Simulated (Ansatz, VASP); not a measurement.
## HfIn4SiO6 in VASP and in Ansatz

Contents of INCAR:

```
SYSTEM = HfIn4SiO6
PREC = Accurate
ENCUT = 520
EDIFF = 1E-7
ISMEAR = -1
SIGMA = 0.05
LREAL = .False.
LASPH = .True.
NELM = 150
ALGO = Normal
ISIF = 2
LWAVE = .False.
LCHARG = .False.
LMAXMIX = 4
LDAU = .True.
LDAUTYPE = 2
LDAUL = 2 -1 -1 -1
LDAUU = 2 0 0 0
LDAUJ = 0 0 0 0
LDAUPRINT = 1
GGA = PE
NBANDS = 63
KPAR = 4
```

KPOINTS

```
Automatic mesh
0
Gamma
  6 6 4
  0 0 0
```

POSCAR

```
HfIn4SiO6
1.0
    2.7158500000     -4.7035700000      0.0083300000
    2.7158500000      4.7035700000      0.0083300000
   -1.8791500000      0.0000000000      7.4012700000
Hf In Si O
1 4 1 6
Direct
    0.7883500000      0.2116500000      0.0000000000
    0.6217500000      0.3782500000      0.5000000000
    0.4550200000      0.5449800000      0.0000000000
    0.2840700000      0.7159300000      0.5000000000
    0.9581400000      0.0418600000      0.5000000000
    0.1216800000      0.8783200000      0.0000000000
    0.0621900000      0.1141500000      0.8666600000
    0.8858500000      0.9378100000      0.1333400000
    0.7949000000      0.5378400000      0.8666300000
    0.4621600000      0.2051000000      0.1333700000
    0.1535200000      0.6287900000      0.1333300000
    0.3712100000      0.8464800000      0.8666700000
```

File input.yaml:

```yaml
crystal:
  lattice:
    - [2.71585, -4.70357, 0.00833]
    - [2.71585, 4.70357, 0.00833]
    - [-1.87915, 0.0, 7.40127]
  atoms:
    - { symbol: Hf, position: [0.78835, 0.21165, 0.0] }
    - { symbol: In, position: [0.62175, 0.37825, 0.5] }
    - { symbol: In, position: [0.45502, 0.54498, 0.0] }
    - { symbol: In, position: [0.28407, 0.71593, 0.5] }
    - { symbol: In, position: [0.95814, 0.04186, 0.5] }
    - { symbol: Si, position: [0.12168, 0.87832, 0.0] }
    - { symbol: O, position: [0.06219, 0.11415, 0.86666] }
    - { symbol: O, position: [0.88585, 0.93781, 0.13334] }
    - { symbol: O, position: [0.7949, 0.53784, 0.86663] }
    - { symbol: O, position: [0.46216, 0.2051, 0.13337] }
    - { symbol: O, position: [0.15352, 0.62879, 0.13333] }
    - { symbol: O, position: [0.37121, 0.84648, 0.86667] }
hamiltonian:
  xc: pbe
  pseudopotentials: { kind: paw }
  hubbard: { sites: [{ species: Hf, l: d, u_eff: 2.0 }] }
kpoints:
  mp_grid: { grid: [6, 6, 4] }
scf:
  occupations: { method: fermi_dirac, width: 0.05 }
  n_extra_bands: 30
output:
  forces: true
  stress: true
  eigenvalues: true
  dos: { projected: true, de: 0.05, nscf_kmesh: { grid: [9, 9, 6] } }
```

Alike in both runs: functional PBE; k mesh 6 × 6 × 4; occupations fermi-dirac, width 0.05 eV; no spin polarisation; Hubbard terms Hf d U = 2.0 eV.

|  | VASP | Ansatz |
| --- | --- | --- |
| version | VASP 6.6.1 | Ansatz 0.2.0 |
| potentials or method | VASP PAW PBE potentials, release 64 (Hf_pv, In_d, Si, O) | Ansatz PAW |
| plane-wave cutoff (eV) | 520 | 420 |
| valence electrons in the cell | 102 | 118 |
| task | single point | projected density of states |

Ansatz gave:

* gap on the k mesh at the Fermi level (eV): none
* pressure (GPa): 0.5
* traceless stress, the component that is largest in VASP (GPa): -0.36
* rms of the force components (eV/Å): 0.038

Estimate VASP's values.

gap on the k mesh at the Fermi level (eV): none; pressure (GPa): 0.5; traceless stress, the component that is largest in VASP (GPa): -0.38; rms of the force components (eV/Å): 0.033.

The programs project onto different local orbitals, so the same U acts differently, and such runs can settle in different states. Atom by atom the forces differ by 0.020 eV/Å (rms over components). A gap of «none» marks a metal or a gap that the smearing closes. VASP's potentials hold 102 valence electrons a cell and Ansatz's 118, so a difference there can come from the potentials and not from the codes.

Neither program's run includes spin-orbit coupling.
